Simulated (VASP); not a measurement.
# Ba (P-6m2) in VASP: single point with PBE

Aim: the single point of Ba with PBE.

Program: VASP 6.6.1. These are calculated values, not measurements. Logs are shortened: lines on timing, memory, paths and dates and some standing lists are left out, and cuts for length are marked.

## 1. The cell of the first run

It takes space group P-6m2 (No. 187, hexagonal). Conventional cell: a = 5.777 Å, b = 5.777 Å, c = 7.680 Å, α = 90.00°, β = 90.00°, γ = 120.00°. Within 5.1 Å of Ba (site symmetry -6m2) lie 8 Ba at 3.84 to 5.09 Å. Ba (site symmetry -6m2) has 5 Ba at 3.34 to 3.84 Å within 4.4 Å. Within 4.4 Å of Ba (site symmetry -6m2) lie 3 Ba at 3.34 Å.

The cell was built from a structure type or drawn by symmetry, and may not be a known phase.

## 2. Single point, PBE

INCAR reads:

```
PREC = Accurate
ENCUT = 520
EDIFF = 1E-7
ISMEAR = 0
SIGMA = 0.1
LREAL = False
LASPH = True
NELM = 80
ALGO = Fast
ISIF = 2
LWAVE = False
LCHARG = False
GGA = PE
NBANDS = 22
```

KPOINTS reads:

```
Automatic mesh
0
Gamma
  12 12 6
```

POSCAR reads:

```
Ba
1.0
    5.7766123403      0.0000000000      0.0000000000
   -2.8883061701      5.0026930345      0.0000000000
    0.0000000000      0.0000000000      7.6803911569
Ba
3
Direct
    0.0000000000      0.0000000000      0.0000000000
    0.0000000000      0.0000000000      0.5000000000
    0.6666666667      0.3333333333      0.5000000000
```

Potentials or basis: VASP PAW PBE potentials, release 64 (Ba_sv).

On the command line:

```console
> cat potpaw_PBE.64/Ba_sv/POTCAR > POTCAR
> mpirun -np 1 vasp_std > vasp.out
```

OUTCAR:

```text
PREC = Accurate
   ENCUT = 520
   EDIFF = 1E-7
   ISMEAR = 0
   LREAL = False
   LASPH = True
   NELM = 80
   ISIF = 2
   GGA = PE

 ion  position               nearest neighbor table
   1  0.000  0.000  0.000-   2 3.84   2 3.84
   2  0.000  0.000  0.500-   3 3.34   3 3.34   3 3.34   1 3.84   1 3.84
   3  0.667  0.333  0.500-   2 3.34   2 3.34   2 3.34

  LATTYP: Found a hexagonal cell.
 ALAT       =     5.7766123403
 C/A-ratio  =     1.3295666568

  Lattice vectors:

 A1 = (   5.7766123403,   0.0000000000,   0.0000000000)
 A2 = (  -2.8883061701,   5.0026930345,   0.0000000000)
 A3 = (   0.0000000000,   0.0000000000,   7.6803911569)

Analysis of symmetry for initial positions (statically):
=====================================================================
 Subroutine PRICEL returns:
 Original cell was already a primitive cell.

 Routine SETGRP: Setting up the symmetry group for a
 hexagonal supercell.

 Subroutine GETGRP returns: Found 12 space group operations
 (whereof 12 operations were pure point group operations)
 out of a pool of 24 trial point group operations.

The static configuration has the point symmetry D_3h.

Analysis of symmetry for dynamics (positions and initial velocities):
=====================================================================
 Subroutine PRICEL returns:
 Original cell was already a primitive cell.

 Routine SETGRP: Setting up the symmetry group for a
 hexagonal supercell.

 Subroutine GETGRP returns: Found 12 space group operations
 (whereof 12 operations were pure point group operations)
 out of a pool of 24 trial point group operations.

The dynamic configuration has the point symmetry D_3h.

 Subroutine INISYM returns: Found 12 space group operations
 (whereof 12 operations are pure point group operations),
 and found     1 'primitive' translations

----------------------------------------------------------------------------------------

                                     Primitive cell

  volume of cell :     221.9527

  direct lattice vectors                    reciprocal lattice vectors
     5.776612340  0.000000000  0.000000000     0.173111842  0.099946168  0.000000000
    -2.888306170  5.002693035  0.000000000     0.000000000  0.199892337  0.000000000
     0.000000000  0.000000000  7.680391157     0.000000000  0.000000000  0.130201702

  length of vectors
     5.776612340  5.776612340  7.680391157     0.199892337  0.199892337  0.130201702

  position of ions in fractional coordinates (direct lattice)
     0.000000000  0.000000000  0.000000000
     0.000000000  0.000000000  0.500000000
     0.666666667  0.333333333  0.500000000

  ion indices of the primitive-cell ions
   primitive index   ion index
                 1           1
                 2           2
                 3           3

----------------------------------------------------------------------------------------

 KPOINTS: Automatic mesh

Automatic generation of k-mesh.
 Grid dimensions read from file:
 generate k-points for:   12   12    6

 Generating k-lattice:

  Cartesian coordinates                     Fractional coordinates (reciprocal lattice)
     0.014425987  0.008328847  0.000000000     0.083333333 -0.000000000  0.000000000
     0.000000000  0.016657695  0.000000000     0.000000000  0.083333333  0.000000000
     0.000000000  0.000000000  0.021700284     0.000000000  0.000000000  0.166666667

  Length of vectors
     0.016657695  0.016657695  0.021700284

  Shift w.r.t. Gamma in fractional coordinates (k-lattice)
     0.000000000  0.000000000  0.000000000

 Subroutine IBZKPT returns following result:
 ===========================================

 Found     76 irreducible k-points:

 Following reciprocal coordinates:
            Coordinates               Weight
  0.000000  0.000000  0.000000      1.000000
  0.083333  0.000000  0.000000      6.000000
  0.166667  0.000000  0.000000      6.000000
  0.250000  0.000000  0.000000      6.000000
  0.333333  0.000000  0.000000      6.000000
  0.416667  0.000000  0.000000      6.000000
[... 16 lines left out ...]
  0.250000  0.000000  0.166667     12.000000
  0.333333  0.000000  0.166667     12.000000
 [... further k-points ...]
   k-points           NKPTS =     76   k-points in BZ     NKDIM =     76   number of bands    NBANDS=     22
   number of dos      NEDOS =    301   number of ions     NIONS =      3
   total plane-waves  NPLWV = 138240
   dimension x,y,z NGX =    48 NGY =   48 NGZ =   60
   dimension x,y,z NGXF=    96 NGYF=   96 NGZF=  120
   ions per type =               3
   NGX,Y,Z   is equivalent  to a cutoff of  13.81, 13.81, 12.99 a.u.
   NGXF,Y,Z  is equivalent  to a cutoff of  27.63, 27.63, 25.97 a.u.
 SYSTEM =  unknown system
   PREC   = accura    normal or accurate (medium, high low for compatibility)
   ISTART =      0    job   : 0-new  1-cont  2-samecut
   ICHARG =      2    charge: 1-file 2-atom 10-const
   ISPIN  =      1    spin polarized calculation?
   LNONCOLLINEAR =      F non collinear calculations
   LSORBIT =      F    spin-orbit coupling
   LASPH  =      T    aspherical Exc in radial PAW
   ENCUT  =  520.0 eV  38.22 Ry    6.18 a.u.  10.74 10.74 14.28*2*pi/ulx,y,z
   NELM   =     80;   NELMIN=  2; NELMDL= -5     # of ELM steps
   EDIFF  = 0.1E-06   stopping-criterion for ELM
   LREAL  =      F    real-space projection
   EDIFFG = 0.1E-05   stopping-criterion for IOM
   NSW    =      0    number of steps for IOM
   IBRION =     -1    ionic relax: 0-MD 1-quasi-New 2-CG
   NFREE  =      0    steps in history (QN), initial steepest desc. (CG)
   ISIF   =      2    stress and relaxation
   ISYM   =      2    0-nonsym 1-usesym 2-fastsym
   POTIM  = 0.5000    time-step for ionic-motion
   TEBEG  =    0.0;   TEEND  =   0.0 temperature during run
   PSTRESS=    0.0 pullay stress
   NELECT =      30.0000    total number of electrons
   NUPDOWN=      -1.0000    fix difference up-down
   EMIN   =  10.00;   EMAX   =-10.00  energy-range for DOS
   EFERMI =   0.00;   METHOD = LEGACY
   ISMEAR =     0;   SIGMA  =   0.10  broadening in eV -4-tet -1-fermi 0-gaus
   EFERMI_NEDOS =   21; number of points for ismear=-14 and -15
   IALGO  =     68    algorithm
   IMIX   =      4    mixing-type and parameters
     AMIX     =   0.40;   BMIX     =  1.00
     AMIX_MAG =   1.60;   BMIX_MAG =  1.00
  volume/ion in A,a.u.               =      73.98       499.27
  Fermi-wavevector in a.u.,A,eV,Ry     =   0.840160  1.587671  9.603918  0.705868
  Thomas-Fermi vector in A             =   1.954496
   LORBIT       =      0    0 simple, 1 ext, 2 COOP (PROOUT), +10 PAW based schemes
   GGA     = PE    functional components
   LHFCALC =     F    Hartree Fock is set to
   AEXX    =    0.0000 exact exchange contribution
   IVDW    =     0    specifies the selected vdW correction
   LEPSILON=     F    determine dielectric tensor
   LRPA    =     F    only Hartree local field effects (RPA)
 non-spin polarized calculation
 RMM-DIIS sequential band-by-band and
 Gauss-broadening in eV      SIGMA  =   0.10
  energy-cutoff  :      520.00
  volume of cell :      221.95
 maximum number of plane-waves:      6004
 NGX is ok and might be reduce to    48
   NGX = 21   NGY = 21   NGZ = 29

 number of electron      29.9999998 magnetization

 Free energy of the ion-electron system (eV)
  ---------------------------------------------------
  ext. energy  EPLUGINS =         0.00000000
  ---------------------------------------------------
  free energy    TOTEN  =        -2.97375316 eV

  energy without entropy =       -2.93093156  energy(sigma->0) =       -2.95234236

 E-fermi :   0.9427     XC(G=0):  -6.7298

 val. band max:        0.9417583867   @ k =   0.5000   0.0000   0.3333
 cond. band min:       0.9468498805   @ k =   0.1667   0.0000   0.0000
 fundamental gap:      0.0050914938
 Fermi energy:         0.9426520491

 k-point     1 :       0.0000    0.0000    0.0000
  band No.  band energies     occupation
      1     -28.6061      2.00000
      2     -28.3908      2.00000
      3     -27.8541      2.00000
      4     -14.2421      2.00000
      5     -14.2421      2.00000
      6     -14.0354      2.00000
[... 14 lines left out ...]
     21       2.9081      0.00000
     22       2.9301      0.00000

 k-point     2 :       0.0833    0.0000    0.0000
  band No.  band energies     occupation
      1     -28.6060      2.00000
      2     -28.3840      2.00000
      3     -27.8620      2.00000
      4     -14.2520      2.00000
      5     -14.2237      2.00000
      6     -14.0330      2.00000
[... 14 lines left out ...]
     21       2.7248      0.00000
     22       2.8419      0.00000

 k-point     3 :       0.1667    0.0000    0.0000
  band No.  band energies     occupation
      1     -28.6056      2.00000
      2     -28.3645      2.00000
      3     -27.8846      2.00000
      4     -14.2781      2.00000
      5     -14.1712      2.00000
      6     -14.0264      2.00000
[... 14 lines left out ...]
     21       2.4365      0.00000
     22       2.7974      0.00000

 k-point     4 :       0.2500    0.0000    0.0000
  band No.  band energies     occupation
      1     -28.6051      2.00000
      2     -28.3345      2.00000
      3     -27.9189      2.00000
      4     -14.3120      2.00000
      5     -14.0931      2.00000
      6     -14.0173      2.00000
[... 14 lines left out ...]
     21       2.1952      0.00000
     22       2.8965      0.00000

 k-point     5 :       0.3333    0.0000    0.0000
  band No.  band energies     occupation
      1     -28.6047      2.00000
      2     -28.2984      2.00000
      3     -27.9591      2.00000
      4     -14.3441      2.00000
      5     -14.0082      2.00000
      6     -14.0049      2.00000
[... 417 lines left out ...]
 k-point    22 :       0.1667    0.0000    0.1667
  band No.  band energies     occupation
      1     -28.6047      2.00000
      2     -28.3652      2.00000
      3     -27.8850      2.00000
      4     -14.2773      2.00000
      5     -14.1703      2.00000
      6     -13.9809      2.00000
[... 14 lines left out ...]
     21       2.5454      0.00000
     22       2.6598      0.00000

 k-point    23 :       0.2500    0.0000    0.1667
  band No.  band energies     occupation
      1     -28.6043      2.00000
      2     -28.3350      2.00000
      3     -27.9193      2.00000
      4     -14.3112      2.00000
      5     -14.0921      2.00000
      6     -13.9722      2.00000
[... 14 lines left out ...]
     21       2.4552      0.00000
     22       2.7837      0.00000

 k-point    24 :       0.3333    0.0000    0.1667
  band No.  band energies     occupation
      1     -28.6040      2.00000
      2     -28.2988      2.00000
      3     -27.9596      2.00000
      4     -14.3433      2.00000
      5     -14.0040      2.00000
      6     -13.9630      2.00000
[... 14 lines left out ...]
     21       2.4313      0.00000
     22       2.9766      0.00000

 [... further k-points ...]

------------------------ aborting loop because EDIFF is reached ----------------------------------------

  FORCE on cell =-STRESS in cart. coord.  units (eV):
  Direction    XX          YY          ZZ          XY          YZ          ZX
  --------------------------------------------------------------------------------------
  -------------------------------------------------------------------------------------
  Total        0.3317939      0.3317939      0.1190170      0.0000000      0.0000000     -0.0000000
  in kB        2.3950722      2.3950722      0.8591308      0.0000000      0.0000000     -0.0000000
  external PRESSURE =       1.8830917 kB  Pullay stress =       0.0000000 kB

 VOLUME and BASIS-vectors are now :
 -----------------------------------------------------------------------------
  energy-cutoff  :      520.00
  volume of cell :      221.95
      direct lattice vectors                 reciprocal lattice vectors
     5.776612340  0.000000000  0.000000000     0.173111842  0.099946168  0.000000000
    -2.888306170  5.002693035  0.000000000     0.000000000  0.199892337  0.000000000
     0.000000000  0.000000000  7.680391157     0.000000000  0.000000000  0.130201702

 POSITION                                       TOTAL-FORCE (eV/Angst)
 -----------------------------------------------------------------------------------
      0.00000      0.00000      0.00000        -0.000000      0.000000      0.000000
      0.00000      0.00000      3.84020        -0.000000      0.000000      0.000000
      2.88831      1.66756      3.84020         0.000000      0.000000      0.000000
 -----------------------------------------------------------------------------------
    total drift:                               -0.000000      0.000000      0.000000

  FREE ENERGIE OF THE ION-ELECTRON SYSTEM (eV)
  ---------------------------------------------------
  free  energy   TOTEN  =        -2.9737531642 eV

  energy  without entropy=       -2.9309315622  energy(sigma->0) =       -2.95234236
```

It took 10 min on 1 thread of Intel Xeon Platinum 8259CL at 2.50GHz (Skylake/Cascade Lake), shared host; peak memory 0.54 GiB.

What came out:

```
Free energy            : -2.9738 eV
Pressure               : 0.2 GPa
Band gap on the k mesh : zero (bands 15 and 16 overlap by 0.81 eV)
```

Caveat: spin-orbit coupling is left out, which moves the levels of the heavy elements.
